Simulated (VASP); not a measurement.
# Al2Pt (P4/mmm) in VASP: single point with PBE

Aim: the single point of Al2Pt with PBE.

Everything below comes from runs of VASP 6.6.1. Logs are shortened: lines on timing, memory, paths and dates and some standing lists are left out, and cuts for length are marked.

### 1 The cell of the first run

Symmetry: P4/mmm, No. 123, tetragonal system. The conventional cell has a = 2.936 Å, b = 2.936 Å, c = 5.884 Å, α = 90.00°, β = 90.00°, γ = 90.00°. Within 3.4 Å of Al (site symmetry 4mm) lie 6 Al at 2.55 to 3.33 Å and 4 Pt at 2.66 Å. Pt (site symmetry 4/mmm) has 8 Al at 2.66 Å and 4 Pt at 2.94 Å within 3.5 Å.

### 2 Single point, PBE

The input, INCAR:

```
SYSTEM = Al2Pt
  PREC = Accurate
  ENCUT = 500
  EDIFF = 1E-6
  ISMEAR = 0
  SIGMA = 0.2
  LREAL = .False.
  LASPH = .True.
  NELM = 120
  ALGO = Normal
  ISIF = 2
  LWAVE = .False.
  LCHARG = .False.
  GGA = PE
  NBANDS = 15
  GGA_COMPAT = .False.
```

The input, KPOINTS:

```
Automatic mesh
0
Gamma
  5 5 5
  0 0 0
```

The input, POSCAR:

```
Al2Pt
1.0
    2.9363209261      0.0000000000      0.0000000000
    0.0000000000      2.9363209261      0.0000000000
    0.0000000000      0.0000000000      5.8837477900
Al Pt
2 1
Direct
    0.5000000000      0.5000000000      0.7166846849
    0.5000000000      0.5000000000      0.2833153151
    0.0000000000      0.0000000000      0.0000000000
```

Potentials or basis: VASP PAW PBE potentials, release 64 (Al, Pt).

Run with:

```
> cat potpaw_PBE.64/Al/POTCAR potpaw_PBE.64/Pt/POTCAR > POTCAR
> mpirun -np 1 vasp_std > vasp.out
```

OUTCAR:

```text
SYSTEM = Al2Pt
   PREC = Accurate
   ENCUT = 500
   EDIFF = 1E-6
   ISMEAR = 0
   LREAL = .False.
   LASPH = .True.
   NELM = 120
   ISIF = 2
   GGA = PE

 ion  position               nearest neighbor table
   1  0.500  0.500  0.717-   2 2.55   3 2.66   3 2.66   3 2.66   3 2.66   2 3.33
   2  0.500  0.500  0.283-   1 2.55   3 2.66   3 2.66   3 2.66   3 2.66   1 3.33
   3  0.000  0.000  0.000-   1 2.66   2 2.66   1 2.66   2 2.66   1 2.66   2 2.66   1 2.66   2 2.66

  LATTYP: Found a simple tetragonal cell.
 ALAT       =     2.9363209261
 C/A-ratio  =     2.0037822629

  Lattice vectors:

 A1 = (   2.9363209261,   0.0000000000,   0.0000000000)
 A2 = (   0.0000000000,   2.9363209261,   0.0000000000)
 A3 = (   0.0000000000,   0.0000000000,   5.8837477900)

Analysis of symmetry for initial positions (statically):
=====================================================================
 Subroutine PRICEL returns:
 Original cell was already a primitive cell.

 Routine SETGRP: Setting up the symmetry group for a
 simple tetragonal supercell.

 Subroutine GETGRP returns: Found 16 space group operations
 (whereof 16 operations were pure point group operations)
 out of a pool of 16 trial point group operations.

The static configuration has the point symmetry D_4h.

Analysis of symmetry for dynamics (positions and initial velocities):
=====================================================================
 Subroutine PRICEL returns:
 Original cell was already a primitive cell.

 Routine SETGRP: Setting up the symmetry group for a
 simple tetragonal supercell.

 Subroutine GETGRP returns: Found 16 space group operations
 (whereof 16 operations were pure point group operations)
 out of a pool of 16 trial point group operations.

The dynamic configuration has the point symmetry D_4h.

 Subroutine INISYM returns: Found 16 space group operations
 (whereof 16 operations are pure point group operations),
 and found     1 'primitive' translations

----------------------------------------------------------------------------------------

                                     Primitive cell

  volume of cell :      50.7296

  direct lattice vectors                    reciprocal lattice vectors
     2.936320926  0.000000000  0.000000000     0.340562229  0.000000000  0.000000000
     0.000000000  2.936320926  0.000000000     0.000000000  0.340562229  0.000000000
     0.000000000  0.000000000  5.883747790     0.000000000  0.000000000  0.169959698

  length of vectors
     2.936320926  2.936320926  5.883747790     0.340562229  0.340562229  0.169959698

  position of ions in fractional coordinates (direct lattice)
     0.500000000  0.500000000  0.716684685
     0.500000000  0.500000000  0.283315315
     0.000000000  0.000000000  0.000000000

  ion indices of the primitive-cell ions
   primitive index   ion index
                 1           1
                 2           2
                 3           3

----------------------------------------------------------------------------------------

 KPOINTS: Automatic mesh

Automatic generation of k-mesh.
 Grid dimensions read from file:
 generate k-points for:    5    5    5

 Generating k-lattice:

  Cartesian coordinates                     Fractional coordinates (reciprocal lattice)
     0.068112446  0.000000000  0.000000000     0.200000000  0.000000000  0.000000000
     0.000000000  0.068112446  0.000000000     0.000000000  0.200000000  0.000000000
     0.000000000  0.000000000  0.033991940     0.000000000  0.000000000  0.200000000

  Length of vectors
     0.068112446  0.068112446  0.033991940

  Shift w.r.t. Gamma in fractional coordinates (k-lattice)
     0.000000000  0.000000000  0.000000000

 Subroutine IBZKPT returns following result:
 ===========================================

 Found     18 irreducible k-points:

 Following reciprocal coordinates:
            Coordinates               Weight
  0.000000  0.000000  0.000000      1.000000
  0.200000  0.000000  0.000000      4.000000
  0.400000  0.000000  0.000000      4.000000
  0.200000  0.200000  0.000000      4.000000
  0.400000  0.200000  0.000000      8.000000
  0.400000  0.400000  0.000000      4.000000
[... 10 lines left out ...]
  0.400000  0.200000  0.400000     16.000000
  0.400000  0.400000  0.400000      8.000000
   k-points           NKPTS =     18   k-points in BZ     NKDIM =     18   number of bands    NBANDS=     15
   number of dos      NEDOS =    301   number of ions     NIONS =      3
   total plane-waves  NPLWV =  27648
   dimension x,y,z NGX =    24 NGY =   24 NGZ =   48
   dimension x,y,z NGXF=    48 NGYF=   48 NGZF=   96
   ions per type =               2   1
   NGX,Y,Z   is equivalent  to a cutoff of  13.59, 13.59, 13.56 a.u.
   NGXF,Y,Z  is equivalent  to a cutoff of  27.18, 27.18, 27.12 a.u.
 SYSTEM =  Al2Pt
   PREC   = accura    normal or accurate (medium, high low for compatibility)
   ISTART =      0    job   : 0-new  1-cont  2-samecut
   ICHARG =      2    charge: 1-file 2-atom 10-const
   ISPIN  =      1    spin polarized calculation?
   LNONCOLLINEAR =      F non collinear calculations
   LSORBIT =      F    spin-orbit coupling
   LASPH  =      T    aspherical Exc in radial PAW
   ENCUT  =  500.0 eV  36.75 Ry    6.06 a.u.   5.35  5.35 10.73*2*pi/ulx,y,z
   NELM   =    120;   NELMIN=  2; NELMDL= -5     # of ELM steps
   EDIFF  = 0.1E-05   stopping-criterion for ELM
   LREAL  =      F    real-space projection
   EDIFFG = 0.1E-04   stopping-criterion for IOM
   NSW    =      0    number of steps for IOM
   IBRION =     -1    ionic relax: 0-MD 1-quasi-New 2-CG
   NFREE  =      0    steps in history (QN), initial steepest desc. (CG)
   ISIF   =      2    stress and relaxation
   ISYM   =      2    0-nonsym 1-usesym 2-fastsym
   POTIM  = 0.5000    time-step for ionic-motion
   TEBEG  =    0.0;   TEEND  =   0.0 temperature during run
   PSTRESS=    0.0 pullay stress
   NELECT =      16.0000    total number of electrons
   NUPDOWN=      -1.0000    fix difference up-down
   EMIN   =  10.00;   EMAX   =-10.00  energy-range for DOS
   EFERMI =   0.00;   METHOD = LEGACY
   ISMEAR =     0;   SIGMA  =   0.20  broadening in eV -4-tet -1-fermi 0-gaus
   EFERMI_NEDOS =   21; number of points for ismear=-14 and -15
   IALGO  =     38    algorithm
   IMIX   =      4    mixing-type and parameters
     AMIX     =   0.40;   BMIX     =  1.00
     AMIX_MAG =   1.60;   BMIX_MAG =  1.00
  volume/ion in A,a.u.               =      16.91       114.11
  Fermi-wavevector in a.u.,A,eV,Ry     =   1.114366  2.105846 16.895868  1.241811
  Thomas-Fermi vector in A             =   2.250960
   LORBIT       =      0    0 simple, 1 ext, 2 COOP (PROOUT), +10 PAW based schemes
   GGA     = PE    functional components
   LHFCALC =     F    Hartree Fock is set to
   AEXX    =    0.0000 exact exchange contribution
   IVDW    =     0    specifies the selected vdW correction
   LEPSILON=     F    determine dielectric tensor
   LRPA    =     F    only Hartree local field effects (RPA)
 non-spin polarized calculation
 Gauss-broadening in eV      SIGMA  =   0.20
  energy-cutoff  :      500.00
  volume of cell :       50.73
 maximum number of plane-waves:      1302
 NGX is ok and might be reduce to    24
   NGX = 11   NGY = 11   NGZ = 21

 number of electron      15.9999998 magnetization

 Free energy of the ion-electron system (eV)
  ---------------------------------------------------
  ext. energy  EPLUGINS =         0.00000000
  ---------------------------------------------------
  free energy    TOTEN  =       -15.45603827 eV

  energy without entropy =      -15.43666205  energy(sigma->0) =      -15.44635016

 E-fermi :   8.3075     XC(G=0): -10.8750

 val. band max:        8.3044570305   @ k =   0.4000   0.0000   0.2000
 cond. band min:       8.4382267844   @ k =   0.4000   0.0000   0.4000
 fundamental gap:      0.1337697539
 Fermi energy:         8.3074583562

 k-point     1 :       0.0000    0.0000    0.0000
  band No.  band energies     occupation
      1      -2.4338      2.00000
      2       1.6948      2.00000
      3       2.1967      2.00000
      4       2.5597      2.00000
      5       5.0734      2.00000
      6       5.0734      2.00000
      7       5.4060      2.00000
      8       6.0757      2.00000
      9      14.4205      0.00000
     10      14.4205      0.00000
     11      14.4792      0.00000
     12      16.1845      0.00000
     13      16.3593      0.00000
     14      17.1126      0.00000
     15      19.3809      0.00000

 k-point     2 :       0.2000    0.0000    0.0000
  band No.  band energies     occupation
      1      -1.6433      2.00000
      2       2.0875      2.00000
      3       2.2744      2.00000
      4       3.0207      2.00000
      5       5.1835      2.00000
      6       5.2376      2.00000
      7       5.4734      2.00000
      8       5.5354      2.00000
      9      10.4516      0.00000
     10      14.1624      0.00000
     11      14.8386      0.00000
     12      15.3999      0.00000
     13      15.5098      0.00000
     14      16.7799      0.00000
     15      19.2714      0.00000

 k-point     3 :       0.4000    0.0000    0.0000
  band No.  band energies     occupation
      1       0.4174      2.00000
      2       1.7558      2.00000
      3       2.6955      2.00000
      4       3.7278      2.00000
      5       4.6775      2.00000
      6       5.3703      2.00000
      7       5.9677      2.00000
      8       6.1901      2.00000
      9       7.8398      1.99906
     10      10.7953      0.00000
     11      11.1515      0.00000
     12      16.3630      0.00000
     13      17.5901      0.00000
     14      17.7641      0.00000
     15      19.5912      0.00000

 k-point     4 :       0.2000    0.2000    0.0000
  band No.  band energies     occupation
      1      -0.8821      2.00000
      2       2.1993      2.00000
      3       2.9295      2.00000
      4       3.4037      2.00000
      5       4.1870      2.00000
      6       4.8062      2.00000
      7       5.7331      2.00000
      8       6.3936      2.00000
      9      10.5586      0.00000
     10      11.9756      0.00000
     11      14.4375      0.00000
     12      15.4724      0.00000
     13      15.5060      0.00000
     14      16.3031      0.00000
     15      16.3522      0.00000
[... 199 lines left out ...]
 k-point    16 :       0.2000    0.2000    0.4000
  band No.  band energies     occupation
      1      -0.4325      2.00000
      2       0.9216      2.00000
      3       3.4157      2.00000
      4       3.6879      2.00000
      5       4.1478      2.00000
      6       4.7442      2.00000
      7       4.8242      2.00000
      8       8.9025      0.00003
      9      11.4181      0.00000
     10      11.8609      0.00000
     11      12.4134      0.00000
     12      12.7073      0.00000
     13      13.5330      0.00000
     14      18.8744      0.00000
     15      19.1196      0.00000

 k-point    17 :       0.4000    0.2000    0.4000
  band No.  band energies     occupation
      1       1.3586      2.00000
      2       1.6862      2.00000
      3       3.1228      2.00000
      4       3.7125      2.00000
      5       4.1602      2.00000
      6       5.1666      2.00000
      7       5.5181      2.00000
      8       7.4990      2.00000
      9       8.8256      0.00025
     10      11.7134      0.00000
     11      13.1882      0.00000
     12      13.8858      0.00000
     13      14.4289      0.00000
     14      15.2466      0.00000
     15      17.2744      0.00000

 k-point    18 :       0.4000    0.4000    0.4000
  band No.  band energies     occupation
      1       1.3718      2.00000
      2       2.4387      2.00000
      3       2.9146      2.00000
      4       4.2594      2.00000
      5       5.7638      2.00000
      6       5.8530      2.00000
      7       6.6258      2.00000
      8       8.6045      0.03570
      9       9.1023      0.00000
     10      10.0921      0.00000
     11      11.6561      0.00000
     12      12.6564      0.00000
     13      13.3772      0.00000
     14      14.1712      0.00000
     15      15.1325      0.00000

------------------------ aborting loop because EDIFF is reached ----------------------------------------

  FORCE on cell =-STRESS in cart. coord.  units (eV):
  Direction    XX          YY          ZZ          XY          YZ          ZX
  --------------------------------------------------------------------------------------
  -------------------------------------------------------------------------------------
  Total       -0.1127345     -0.1127345      0.0470665      0.0000000      0.0000000      0.0000000
  in kB       -3.5604626     -3.5604626      1.4864869      0.0000000      0.0000000      0.0000000
  external PRESSURE =      -1.8781461 kB  Pullay stress =       0.0000000 kB

 VOLUME and BASIS-vectors are now :
 -----------------------------------------------------------------------------
  energy-cutoff  :      500.00
  volume of cell :       50.73
      direct lattice vectors                 reciprocal lattice vectors
     2.936320926  0.000000000  0.000000000     0.340562229  0.000000000  0.000000000
     0.000000000  2.936320926  0.000000000     0.000000000  0.340562229  0.000000000
     0.000000000  0.000000000  5.883747790     0.000000000  0.000000000  0.169959698

 POSITION                                       TOTAL-FORCE (eV/Angst)
 -----------------------------------------------------------------------------------
      1.46816      1.46816      4.21679         0.000000     -0.000000     -0.014347
      1.46816      1.46816      1.66696         0.000000      0.000000      0.014347
      0.00000      0.00000      0.00000         0.000000     -0.000000      0.000000
 -----------------------------------------------------------------------------------
    total drift:                               -0.000000      0.000000     -0.000000

  FREE ENERGIE OF THE ION-ELECTRON SYSTEM (eV)
  ---------------------------------------------------
  free  energy   TOTEN  =       -15.4560382744 eV

  energy  without entropy=      -15.4366620456  energy(sigma->0) =      -15.44635016
```

Wall time 11 s (1 thread of Intel Xeon 6455B, shared host); peak memory 0.17 GiB.

What came out:

```
Free energy            : -15.4560 eV
Pressure               : -0.2 GPa
Largest force          : 0.014 eV/Å
Band gap on the k mesh : zero (band 8 reaches 8.90 eV, above the bottom of band 9 at 7.84 eV)
```

Forces in eV/Å, atoms in the order of the input:
```
Al   0.000  0.000 -0.014
Al   0.000  0.000  0.014
Pt   0.000  0.000  0.000
```

Caveat: the k points lie up to 0.43 Å⁻¹ apart; spin-orbit coupling is left out, which moves the levels of the heavy elements.
